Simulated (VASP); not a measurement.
# Sc2B2Sb (P6/mmm) in VASP: notebook

Sc2B2Sb is run at these levels: PBE; tasks: single point.

All numbers are computed with VASP 6.6.1; they aren't measurements. Logs are shortened: lines on timing, memory, paths and dates and some standing lists are left out, and cuts for length are marked.

## Step 1: The cell of the first run

The structure is hexagonal, space group P6/mmm (No. 191). Conventional cell: a = 4.116 Å, b = 4.116 Å, c = 6.024 Å, α = 90.00°, β = 90.00°, γ = 120.00°. Within 3.1 Å of Sc (site symmetry -6m2) lie 3 Sc at 2.38 Å and 6 B at 2.56 Å. Within 2.6 Å of B (site symmetry 6mm) lie 1 B at 1.93 Å and 1 Sb at 2.05 Å and 6 Sc at 2.56 Å. Within 2.7 Å of Sb (site symmetry 6/mmm) lie 2 B at 2.05 Å.

The cell was generated, and may not be a known phase.

## Step 2: Single point, PBE

File INCAR:

```
SYSTEM = Sc2B2Sb
ALGO     = Fast           ! electronic algorithm
EDIFF    = 1E-6           ! SCF threshold, eV
ENCUT    = 520            ! plane-wave cutoff, eV
GGA      = PE             ! functional
ISIF     = 2              ! what is computed and relaxed
ISMEAR   = 0              ! smearing method
LASPH    = .True.         ! aspherical terms in the spheres
LCHARG   = .False.        ! write CHGCAR
LREAL    = .False.        ! projectors in reciprocal space
LWAVE    = .False.        ! write WAVECAR
NBANDS   = 24             ! bands
NELM     = 100            ! most SCF steps
PREC     = Accurate       ! precision mode
SIGMA    = 0.1            ! smearing width, eV
```

File KPOINTS:

```
k-points
0
Gamma
  6 6 4
  0 0 0
```

File POSCAR:

```
Sc2B2Sb
1.0
    4.1159717700      0.0000000000      0.0000000000
   -2.0579858900      3.5645361200      0.0000000000
    0.0000000000      0.0000000000      6.0244223500
Sc B Sb
2 2 1
Direct
    0.3333333300      0.6666666700      0.5000000000
    0.6666666700      0.3333333300      0.5000000000
    0.0000000000      0.0000000000      0.6600400000
    0.0000000000      0.0000000000      0.3399600000
    0.0000000000      0.0000000000      0.0000000000
```

Potentials or basis: VASP PAW PBE potentials, release 64 (Sc_sv, B, Sb).

Launch:

```bash
$ cat potpaw_PBE.64/Sc_sv/POTCAR potpaw_PBE.64/B/POTCAR potpaw_PBE.64/Sb/POTCAR > POTCAR
$ mpirun -np 1 vasp_std > vasp.out
```

OUTCAR:

```text
SYSTEM = Sc2B2Sb
   EDIFF = 1E-6
   ENCUT = 520
   GGA = PE
   ISIF = 2
   ISMEAR = 0
   LASPH = .True.
   LREAL = .False.
   NELM = 100
   PREC = Accurate

 ion  position               nearest neighbor table
   1  0.333  0.667  0.500-   2 2.38   2 2.38   2 2.38   4 2.56   3 2.56   4 2.56   3 2.56   4 2.56
                             3 2.56
   2  0.667  0.333  0.500-   1 2.38   1 2.38   1 2.38   4 2.56   3 2.56   3 2.56   4 2.56   3 2.56
                             4 2.56
   3  0.000  0.000  0.660-   4 1.93   5 2.05   1 2.56   2 2.56   2 2.56   1 2.56   2 2.56   1 2.56

   4  0.000  0.000  0.340-   3 1.93   5 2.05   1 2.56   2 2.56   2 2.56   1 2.56   2 2.56   1 2.56

   5  0.000  0.000  0.000-   3 2.05   4 2.05

  LATTYP: Found a hexagonal cell.
 ALAT       =     4.1159717700
 C/A-ratio  =     1.4636695018

  Lattice vectors:

 A1 = (   4.1159717700,   0.0000000000,   0.0000000000)
 A2 = (  -2.0579858900,   3.5645361200,   0.0000000000)
 A3 = (   0.0000000000,   0.0000000000,   6.0244223500)

Analysis of symmetry for initial positions (statically):
=====================================================================
 Subroutine PRICEL returns:
 Original cell was already a primitive cell.

 Routine SETGRP: Setting up the symmetry group for a
 hexagonal supercell.

 Subroutine GETGRP returns: Found 24 space group operations
 (whereof 24 operations were pure point group operations)
 out of a pool of 24 trial point group operations.

The static configuration has the point symmetry D_6h.

Analysis of symmetry for dynamics (positions and initial velocities):
=====================================================================
 Subroutine PRICEL returns:
 Original cell was already a primitive cell.

 Routine SETGRP: Setting up the symmetry group for a
 hexagonal supercell.

 Subroutine GETGRP returns: Found 24 space group operations
 (whereof 24 operations were pure point group operations)
 out of a pool of 24 trial point group operations.

The dynamic configuration has the point symmetry D_6h.

 Subroutine INISYM returns: Found 24 space group operations
 (whereof 24 operations are pure point group operations),
 and found     1 'primitive' translations

----------------------------------------------------------------------------------------

                                     Primitive cell

  volume of cell :      88.3875

  direct lattice vectors                    reciprocal lattice vectors
     4.115971770  0.000000000  0.000000000     0.242955991  0.140270707  0.000000000
[... 91 lines left out ...]
   NSW    =      0    number of steps for IOM
   IBRION =     -1    ionic relax: 0-MD 1-quasi-New 2-CG
   NFREE  =      0    steps in history (QN), initial steepest desc. (CG)
   ISIF   =      2    stress and relaxation
   ISYM   =      2    0-nonsym 1-usesym 2-fastsym
   POTIM  = 0.5000    time-step for ionic-motion
   TEBEG  =    0.0;   TEEND  =   0.0 temperature during run
   PSTRESS=    0.0 pullay stress
   NELECT =      33.0000    total number of electrons
   NUPDOWN=      -1.0000    fix difference up-down
   EMIN   =  10.00;   EMAX   =-10.00  energy-range for DOS
   EFERMI =   0.00;   METHOD = LEGACY
   ISMEAR =     0;   SIGMA  =   0.10  broadening in eV -4-tet -1-fermi 0-gaus
   EFERMI_NEDOS =   21; number of points for ismear=-14 and -15
   IALGO  =     68    algorithm
   IMIX   =      4    mixing-type and parameters
     AMIX     =   0.40;   BMIX     =  1.00
     AMIX_MAG =   1.60;   BMIX_MAG =  1.00
  volume/ion in A,a.u.               =      17.68       119.29
  Fermi-wavevector in a.u.,A,eV,Ry     =   1.178825  2.227656 18.907030  1.389628
  Thomas-Fermi vector in A             =   2.315147
   LORBIT       =      0    0 simple, 1 ext, 2 COOP (PROOUT), +10 PAW based schemes
   GGA     = PE    functional components
   LHFCALC =     F    Hartree Fock is set to
   AEXX    =    0.0000 exact exchange contribution
   IVDW    =     0    specifies the selected vdW correction
   LEPSILON=     F    determine dielectric tensor
   LRPA    =     F    only Hartree local field effects (RPA)
 non-spin polarized calculation
 RMM-DIIS sequential band-by-band and
 Gauss-broadening in eV      SIGMA  =   0.10
  energy-cutoff  :      520.00
  volume of cell :       88.39
 maximum number of plane-waves:      2408
 NGX is ok and might be reduce to    32
   NGX = 15   NGY = 15   NGZ = 23

 number of electron      33.0000003 magnetization

 Free energy of the ion-electron system (eV)
  ---------------------------------------------------
  ext. energy  EPLUGINS =         0.00000000
  ---------------------------------------------------
  free energy    TOTEN  =       -25.83593328 eV

  energy without entropy =      -25.81175919  energy(sigma->0) =      -25.82384624

 E-fermi :   5.6338     XC(G=0): -10.1183

 val. band max:        5.6179074189   @ k =   0.3333   0.0000   0.2500
 cond. band min:       5.6379743275   @ k =   0.5000   0.0000   0.2500
 fundamental gap:      0.0200669085
 Fermi energy:         5.6337580844

 k-point     1 :       0.0000    0.0000    0.0000
  band No.  band energies     occupation
      1     -43.9703      2.00000
      2     -43.1079      2.00000
      3     -23.3181      2.00000
      4     -23.3181      2.00000
      5     -22.4138      2.00000
      6     -21.7854      2.00000
[... 556 lines left out ...]
     23       7.5582      0.00000
     24       8.4983      0.00000

------------------------ aborting loop because EDIFF is reached ----------------------------------------

  FORCE on cell =-STRESS in cart. coord.  units (eV):
  Direction    XX          YY          ZZ          XY          YZ          ZX
  --------------------------------------------------------------------------------------
  -------------------------------------------------------------------------------------
  Total        5.2988761      5.2988761      5.1235445     -0.0000000      0.0000000      0.0000000
  in kB       96.0513629     96.0513632     92.8731723     -0.0000001      0.0000000      0.0000000
  external PRESSURE =      94.9919661 kB  Pullay stress =       0.0000000 kB

 VOLUME and BASIS-vectors are now :
 -----------------------------------------------------------------------------
  energy-cutoff  :      520.00
  volume of cell :       88.39
      direct lattice vectors                 reciprocal lattice vectors
     4.115971770  0.000000000  0.000000000     0.242955991  0.140270707  0.000000000
    -2.057985890  3.564536120  0.000000000     0.000000000  0.280541413  0.000000000
     0.000000000  0.000000000  6.024422350     0.000000000  0.000000000  0.165991018

 POSITION                                       TOTAL-FORCE (eV/Angst)
 -----------------------------------------------------------------------------------
     -0.00000      2.37636      3.01221        -0.000000      0.000000      0.000000
      2.05799      1.18818      3.01221         0.000000      0.000000      0.000000
      0.00000      0.00000      3.97636        -0.000000      0.000000     -3.948468
      0.00000      0.00000      2.04806        -0.000000     -0.000000      3.948468
      0.00000      0.00000      0.00000         0.000000      0.000000      0.000000
 -----------------------------------------------------------------------------------
    total drift:                               -0.000000      0.000000     -0.000000

  FREE ENERGIE OF THE ION-ELECTRON SYSTEM (eV)
  ---------------------------------------------------
  free  energy   TOTEN  =       -25.8359332766 eV

  energy  without entropy=      -25.8117591935  energy(sigma->0) =      -25.82384624
```

stdout:

```text
POSCAR found type information on POSCAR ScB Sb
 POSCAR found :  3 types and       5 ions
 scaLAPACK will be used
 LDA part: xc-table for (Slater+PW92), standard interpolation
 POSCAR, INCAR and KPOINTS ok, starting setup
 FFT: planning ... GRIDC
 FFT: planning ... GRID_SOFT
 FFT: planning ... GRID
 WAVECAR not read
 entering main loop
```

It took 92 s on 1 thread of Oxide Virtual Turin-like, shared host; peak memory 0.19 GiB.

What came out:

| Property | Result |
| --- | --- |
| Free energy | -25.8359 eV |
| Pressure | 9.5 GPa |
| Largest force | 3.948 eV/Å |
| Band gap on the k mesh | zero (an odd number of electrons rules out a gap without spin polarisation) |

Forces on the atoms (eV/Å):
```
Sc   0.000  0.000  0.000
Sc   0.000  0.000  0.000
B    0.000  0.000 -3.948
B    0.000  0.000  3.948
Sb   0.000  0.000  0.000
```

Caveat: the cell stands under pressure; spin-orbit coupling is left out, which moves the levels of the heavy elements; an odd number of electrons without spin polarisation forces a metal; a magnetic or distorted state may lie lower.

## Step 3: Single point, PBE

This run uses another cell than the first one, of 20.03 Å³/atom.

File INCAR:

```
PREC = Accurate
ENCUT = 520
EDIFF = 1E-6
ISMEAR = 0
SIGMA = 0.1
LREAL = F
LASPH = T
NELM = 100
ALGO = Normal
ISIF = 2
LWAVE = F
LCHARG = F
GGA = PE
NBANDS = 24
```

File KPOINTS:

```
regular mesh
0
Gamma
  6 6 4
```

File POSCAR:

```
Sc2B2Sb
1.0
    4.3468864467      0.0000000030      0.0000000000
   -2.1734432260      3.7645140887      0.0000000000
    0.0000000000      0.0000000000      6.1199998367
Sc B Sb
2 2 1
Direct
    0.3333333333      0.6666666667      0.5000000000
    0.6666666667      0.3333333333      0.5000000000
    0.0000000000      0.0000000000      0.6322387348
    0.0000000000      0.0000000000      0.3677612652
    0.0000000000      0.0000000000      0.0000000000
```

Potentials or basis: VASP PAW PBE potentials, release 64 (Sc_sv, B, Sb).

Launch:

```bash
$ cat potpaw_PBE.64/Sc_sv/POTCAR potpaw_PBE.64/B/POTCAR potpaw_PBE.64/Sb/POTCAR > POTCAR
$ mpirun -np 1 vasp_std > vasp.out
```

OUTCAR:

```text
PREC = Accurate
   ENCUT = 520
   EDIFF = 1E-6
   ISMEAR = 0
   LREAL = F
   LASPH = T
   NELM = 100
   ISIF = 2
   GGA = PE

 ion  position               nearest neighbor table
   1  0.333  0.667  0.500-   2 2.51   2 2.51   2 2.51   4 2.64   3 2.64   4 2.64   3 2.64   4 2.64
                             3 2.64
   2  0.667  0.333  0.500-   1 2.51   1 2.51   1 2.51   4 2.64   3 2.64   3 2.64   4 2.64   3 2.64
                             4 2.64
   3  0.000  0.000  0.632-   4 1.62   5 2.25   1 2.64   2 2.64   2 2.64   1 2.64   2 2.64   1 2.64
[... 770 lines left out ...]
  -------------------------------------------------------------------------------------
  Total        0.2367634      0.2367634      0.1118427     -0.0000000      0.0000000      0.0000000
  in kB        3.7877950      3.7877950      1.7892858     -0.0000000      0.0000000      0.0000000
  external PRESSURE =       3.1216253 kB  Pullay stress =       0.0000000 kB

 VOLUME and BASIS-vectors are now :
 -----------------------------------------------------------------------------
  energy-cutoff  :      520.00
  volume of cell :      100.15
      direct lattice vectors                 reciprocal lattice vectors
     4.346886447  0.000000003  0.000000000     0.230049718  0.132819267  0.000000000
    -2.173443226  3.764514089  0.000000000    -0.000000000  0.265638533  0.000000000
     0.000000000  0.000000000  6.119999837     0.000000000  0.000000000  0.163398697

 POSITION                                       TOTAL-FORCE (eV/Angst)
 -----------------------------------------------------------------------------------
     -0.00000      2.50968      3.06000        -0.000000     -0.000000      0.000000
      2.17344      1.25484      3.06000         0.000000      0.000000      0.000000
      0.00000      0.00000      3.86930         0.000000      0.000000      0.008814
      0.00000      0.00000      2.25070         0.000000     -0.000000     -0.008814
      0.00000      0.00000      0.00000        -0.000000     -0.000000      0.000000
 -----------------------------------------------------------------------------------
    total drift:                                0.000000      0.000000     -0.000000

  FREE ENERGIE OF THE ION-ELECTRON SYSTEM (eV)
  ---------------------------------------------------
  free  energy   TOTEN  =       -26.9031016232 eV

  energy  without entropy=      -26.8877812654  energy(sigma->0) =      -26.89544144
```

stdout:

```text
POSCAR found type information on POSCAR ScB Sb
 POSCAR found :  3 types and       5 ions
 scaLAPACK will be used
 LDA part: xc-table for (Slater+PW92), standard interpolation
 POSCAR, INCAR and KPOINTS ok, starting setup
 FFT: planning ... GRIDC
 FFT: planning ... GRID_SOFT
 FFT: planning ... GRID
 WAVECAR not read
 entering main loop
```

It took 77 s on 1 thread of Oxide Virtual Turin-like, shared host; peak memory 0.19 GiB.

Results:

```yaml
Free_energy: -26.9031 eV
Pressure: 0.3 GPa
Largest_force: 0.009 eV/Å
Band_gap_on_the_k_mesh: zero (an odd number of electrons rules out a gap without spin polarisation)
```

Forces in eV/Å, atoms in the order of the input:
```
Sc   0.000  0.000  0.000
Sc   0.000  0.000  0.000
B    0.000  0.000  0.009
B    0.000  0.000 -0.009
Sb   0.000  0.000  0.000
```

Caveat: spin-orbit coupling is left out, which moves the levels of the heavy elements; an odd number of electrons without spin polarisation forces a metal; a magnetic or distorted state may lie lower.

The gap in the log of VASP goes by the Fermi energy; the results here count the filled bands.